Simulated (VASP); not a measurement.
# SiNi (NiSi (Pnma)) (Pnma) in VASP: single point with PBE

Aim: the single point of SiNi (NiSi (Pnma)) with PBE.

Program: VASP 6.6.1. These are calculated values, not measurements. Logs are shortened: lines on timing, memory, paths and dates and some standing lists are left out, and cuts for length are marked.

## Step 1: The cell of the first run

Symmetry: Pnma, No. 62, orthorhombic system. Conventional cell: a = 5.138 Å, b = 3.397 Å, c = 5.599 Å, α = 90.00°, β = 90.00°, γ = 90.00°. Si (site symmetry m) has 6 Ni at 2.29 to 2.41 Å and 2 Si at 2.68 Å within 3.0 Å. Within 3.0 Å of Ni (site symmetry m) lie 6 Si at 2.29 to 2.41 Å and 4 Ni at 2.66 to 2.71 Å.

## Step 2: Single point, PBE

Input file INCAR:

```
SYSTEM = SiNi
ALGO     = Normal         ! electronic algorithm
EDIFF    = 1E-6           ! SCF threshold, eV
ENCUT    = 600            ! plane-wave cutoff, eV
GGA      = PE             ! functional
GGA_COMPAT= .False.      
ISIF     = 2              ! what is computed and relaxed
ISMEAR   = 1              ! smearing method
LASPH    = .True.         ! aspherical terms in the spheres
LCHARG   = .False.        ! write CHGCAR
LREAL    = Auto         
LWAVE    = .False.        ! write WAVECAR
NBANDS   = 134            ! bands
NELM     = 120            ! most SCF steps
PREC     = Accurate       ! precision mode
SIGMA    = 0.1            ! smearing width, eV
```

Input file KPOINTS:

```
k-points
0
Gamma
  1 1 1
  0 0 0
```

Input file POSCAR:

```
SiNi
1.0
   -5.1384089322      3.3970617458      5.5985038682
    5.1384089322     -3.3970617458      5.5985038682
    5.1384089322      3.3970617458     -5.5985038682
Si Ni
16 16
Direct
    0.1679189622      0.2033717858      0.7854528236
    0.1679189622      0.7033717858      0.2854528236
    0.6679189622      0.2033717858      0.2854528236
    0.6679189622      0.7033717858      0.7854528236
    0.3320810378      0.2966282142      0.2145471764
    0.3320810378      0.7966282142      0.7145471764
    0.8320810378      0.2966282142      0.7145471764
    0.8320810378      0.7966282142      0.2145471764
    0.3320810378      0.1175338614      0.5354528236
    0.3320810378      0.6175338614      0.0354528236
    0.8320810378      0.1175338614      0.0354528236
    0.8320810378      0.6175338614      0.5354528236
    0.1679189622      0.3824661386      0.4645471764
    0.1679189622      0.8824661386      0.9645471764
    0.6679189622      0.3824661386      0.9645471764
    0.6679189622      0.8824661386      0.4645471764
    0.4692867009      0.0984900663      0.8792033654
    0.4692867009      0.5984900663      0.3792033654
    0.9692867009      0.0984900663      0.3792033654
    0.9692867009      0.5984900663      0.8792033654
    0.0307132991      0.4015099337      0.1207966346
    0.0307132991      0.9015099337      0.6207966346
    0.5307132991      0.4015099337      0.6207966346
    0.5307132991      0.9015099337      0.1207966346
    0.0307132991      0.4099166646      0.6292033654
    0.0307132991      0.9099166646      0.1292033654
    0.5307132991      0.4099166646      0.1292033654
    0.5307132991      0.9099166646      0.6292033654
    0.4692867009      0.0900833354      0.3707966346
    0.4692867009      0.5900833354      0.8707966346
    0.9692867009      0.0900833354      0.8707966346
    0.9692867009      0.5900833354      0.3707966346
```

Potentials or basis: VASP PAW PBE potentials, release 64 (Si, Ni).

Started as:

```sh
> cat potpaw_PBE.64/Si/POTCAR potpaw_PBE.64/Ni/POTCAR > POTCAR
> mpirun -np 1 vasp_gam > vasp.out
```

OUTCAR:

```text
SYSTEM = SiNi
   EDIFF = 1E-6
   ENCUT = 600
   GGA = PE
   ISIF = 2
   ISMEAR = 1
   LASPH = .True.
   LREAL = Auto
   NELM = 120
   PREC = Accurate

 ion  position               nearest neighbor table
   1  0.168  0.203  0.785-  22 2.29  27 2.33  25 2.33  31 2.39  19 2.41  17 2.41   7 2.68   5 2.68

   2  0.168  0.703  0.285-  21 2.29  28 2.33  26 2.33  32 2.39  20 2.41  18 2.41   8 2.68   6 2.68

   3  0.668  0.203  0.285-  24 2.29  25 2.33  27 2.33  29 2.39  17 2.41  19 2.41   5 2.68   7 2.68
[... 45 lines left out ...]
  26  0.031  0.910  0.129-  14 2.29   4 2.33   2 2.33   8 2.39  11 2.41   9 2.41  19 2.66  20 2.66
                            31 2.71  29 2.71
  27  0.531  0.410  0.129-  15 2.29   1 2.33   3 2.33   5 2.39  10 2.41  12 2.41  18 2.66  17 2.66
                            30 2.71  32 2.71
  28  0.531  0.910  0.629-  16 2.29   2 2.33   4 2.33   6 2.39   9 2.41  11 2.41  17 2.66  18 2.66
                            29 2.71  31 2.71
  29  0.469  0.090  0.371-   9 2.29   7 2.33   5 2.33   3 2.39  16 2.41  14 2.41  24 2.66  23 2.66
                            28 2.71  26 2.71
  30  0.469  0.590  0.871-  10 2.29   8 2.33   6 2.33   4 2.39  15 2.41  13 2.41  23 2.66  24 2.66
                            27 2.71  25 2.71
  31  0.969  0.090  0.871-  11 2.29   5 2.33   7 2.33   1 2.39  14 2.41  16 2.41  22 2.66  21 2.66
                            26 2.71  28 2.71
  32  0.969  0.590  0.371-  12 2.29   6 2.33   8 2.33   2 2.39  13 2.41  15 2.41  21 2.66  22 2.66
                            25 2.71  27 2.71

  LATTYP: Found a body centered orthorhombic cell.
 ALAT       =     6.7941234916
 B/A-ratio  =     1.5126039256
 C/A-ratio  =     1.6480430110

  Lattice vectors:

 A1 = (   5.1384089322,   3.3970617458,   5.5985038682)
 A2 = (  -5.1384089322,  -3.3970617458,   5.5985038682)
 A3 = (   5.1384089322,  -3.3970617458,  -5.5985038682)

Analysis of symmetry for initial positions (statically):
=====================================================================
 Subroutine PRICEL returns following result:

  LATTYP: Found a simple orthorhombic cell.
 ALAT       =     3.3970617458
 B/A-ratio  =     1.5126039256
 C/A-ratio  =     1.6480430110

  Lattice vectors:

 A1 = (   0.0000000000,   3.3970617458,   0.0000000000)
 A2 = (   5.1384089322,   0.0000000000,   0.0000000000)
 A3 = (   0.0000000000,   0.0000000000,  -5.5985038682)

   4 primitive cells build up your supercell.

 Routine SETGRP: Setting up the symmetry group for a
 body centered orthorhombic supercell.

 Subroutine GETGRP returns: Found  8 space group operations
 (whereof  2 operations were pure point group operations)
 out of a pool of  8 trial point group operations.

[... 124 lines left out ...]
   POTIM  = 0.5000    time-step for ionic-motion
   TEBEG  =    0.0;   TEEND  =   0.0 temperature during run
   PSTRESS=    0.0 pullay stress
   NELECT =     224.0000    total number of electrons
   NUPDOWN=      -1.0000    fix difference up-down
   EMIN   =  10.00;   EMAX   =-10.00  energy-range for DOS
   EFERMI =   0.00;   METHOD = LEGACY
   ISMEAR =     1;   SIGMA  =   0.10  broadening in eV -4-tet -1-fermi 0-gaus
   EFERMI_NEDOS =   21; number of points for ismear=-14 and -15
   IALGO  =     38    algorithm
   IMIX   =      4    mixing-type and parameters
     AMIX     =   0.40;   BMIX     =  1.00
     AMIX_MAG =   1.60;   BMIX_MAG =  1.00
  volume/ion in A,a.u.               =      12.22        82.43
  Fermi-wavevector in a.u.,A,eV,Ry     =   1.359783  2.569617 25.157291  1.849009
  Thomas-Fermi vector in A             =   2.486501
   LORBIT       =      0    0 simple, 1 ext, 2 COOP (PROOUT), +10 PAW based schemes
   GGA     = PE    functional components
   LHFCALC =     F    Hartree Fock is set to
   AEXX    =    0.0000 exact exchange contribution
   IVDW    =     0    specifies the selected vdW correction
   LEPSILON=     F    determine dielectric tensor
   LRPA    =     F    only Hartree local field effects (RPA)
 non-spin polarized calculation
 Methfessel and Paxton  Order N= 1 SIGMA  =   0.10
  energy-cutoff  :      600.00
  volume of cell :      390.90
 maximum number of plane-waves:      6542
 NGX is ok and might be reduce to    70
   NGX = 33   NGY = 33   NGZ = 33

 number of electron     224.0000005 magnetization

 Free energy of the ion-electron system (eV)
  ---------------------------------------------------
  ext. energy  EPLUGINS =         0.00000000
  ---------------------------------------------------
  free energy    TOTEN  =      -189.53613670 eV

  energy without entropy =     -189.59217473  energy(sigma->0) =     -189.55481604

 E-fermi :  10.5071     XC(G=0): -12.1770

 val. band max:       10.4022993148   @ k =   0.0000   0.0000   0.0000
 cond. band min:      10.5990820277   @ k =   0.0000   0.0000   0.0000
 fundamental gap:      0.1967827129
 Fermi energy:        10.5070858115

 k-point     1 :       0.0000    0.0000    0.0000
  band No.  band energies     occupation
      1      -2.5938      2.00000
      2      -0.6803      2.00000
      3      -0.6803      2.00000
      4       0.5634      2.00000
      5       0.5634      2.00000
      6       0.8126      2.00000
[... 116 lines left out ...]
    123      12.4774     -0.00000
    124      12.4774     -0.00000
 [bands above 124 left out]

------------------------ aborting loop because EDIFF is reached ----------------------------------------

  FORCE on cell =-STRESS in cart. coord.  units (eV):
  Direction    XX          YY          ZZ          XY          YZ          ZX
  --------------------------------------------------------------------------------------
  -------------------------------------------------------------------------------------
  Total        4.4249076    -25.4954075     10.9258345     -0.0000000      0.0000000      0.0000000
  in kB       18.1363844   -104.4981163     44.7817562     -0.0000000      0.0000000      0.0000000
  external PRESSURE =     -13.8599919 kB  Pullay stress =       0.0000000 kB

 VOLUME and BASIS-vectors are now :
 -----------------------------------------------------------------------------
  energy-cutoff  :      600.00
  volume of cell :      390.90
      direct lattice vectors                 reciprocal lattice vectors
    -5.138408932  3.397061746  5.598503868     0.000000000  0.147186021  0.089309575
     5.138408932 -3.397061746  5.598503868     0.097306385  0.000000000  0.089309575
     5.138408932  3.397061746 -5.598503868     0.097306385  0.147186021  0.000000000

 POSITION                                       TOTAL-FORCE (eV/Angst)
 -----------------------------------------------------------------------------------
      4.21815      2.54780     -2.31869         0.388096     -0.000000      0.107450
      4.21815     -0.84927      3.27982         0.388096     -0.000000      0.107450
     -0.92026      2.54780      3.27982         0.388096     -0.000000      0.107450
      4.21815      2.54780      3.27982         0.388096     -0.000000      0.107450
      0.92026      0.84927      2.31869        -0.388096      0.000000     -0.107450
      6.05867      0.84927      2.31869        -0.388096      0.000000     -0.107450
[... 24 lines left out ...]
     -0.04320      5.94486      1.05573        -0.068171     -0.000000     -0.226814
     -0.04320      2.54780      6.65423        -0.068171     -0.000000     -0.226814
 -----------------------------------------------------------------------------------
    total drift:                               -0.000000     -0.000000      0.000000

  FREE ENERGIE OF THE ION-ELECTRON SYSTEM (eV)
  ---------------------------------------------------
  free  energy   TOTEN  =      -189.5361367025 eV

  energy  without entropy=     -189.5921747288  energy(sigma->0) =     -189.55481604
```

stdout:

```text
POSCAR found type information on POSCAR SiNi
 POSCAR found :  2 types and      32 ions
 scaLAPACK will be used
 LDA part: xc-table for (Slater+PW92), standard interpolation
 POSCAR, INCAR and KPOINTS ok, starting setup
 FFT: planning ... GRIDC
 FFT: planning ... GRID_SOFT
 FFT: planning ... GRID
 WAVECAR not read
 entering main loop
```

It took 6.5 min on 1 thread of Intel Xeon 8259CL, shared host; peak memory 0.66 GiB.

Results:

```yaml
Free_energy: -189.5361 eV
Pressure: -1.4 GPa
Largest_force: 0.403 eV/Å
Band_gap_on_the_k_mesh: 0.20 eV
```

Forces on the atoms (eV/Å):
```
Si   0.388  0.000  0.107
Si   0.388  0.000  0.107
Si   0.388  0.000  0.107
Si   0.388  0.000  0.107
Si  -0.388  0.000 -0.107
Si  -0.388  0.000 -0.107
Si  -0.388  0.000 -0.107
Si  -0.388  0.000 -0.107
Si   0.388  0.000 -0.107
Si   0.388  0.000 -0.107
Si   0.388  0.000 -0.107
Si   0.388  0.000 -0.107
Si  -0.388  0.000  0.107
Si  -0.388  0.000  0.107
Si  -0.388  0.000  0.107
Si  -0.388  0.000  0.107
Ni   0.068  0.000 -0.227
Ni   0.068  0.000 -0.227
Ni   0.068  0.000 -0.227
Ni   0.068  0.000 -0.227
Ni  -0.068  0.000  0.227
Ni  -0.068  0.000  0.227
Ni  -0.068  0.000  0.227
Ni  -0.068  0.000  0.227
Ni   0.068  0.000  0.227
Ni   0.068  0.000  0.227
Ni   0.068  0.000  0.227
Ni   0.068  0.000  0.227
Ni  -0.068  0.000 -0.227
Ni  -0.068  0.000 -0.227
Ni  -0.068  0.000 -0.227
Ni  -0.068  0.000 -0.227
```

Caveat: the k points lie up to 1.11 Å⁻¹ apart.
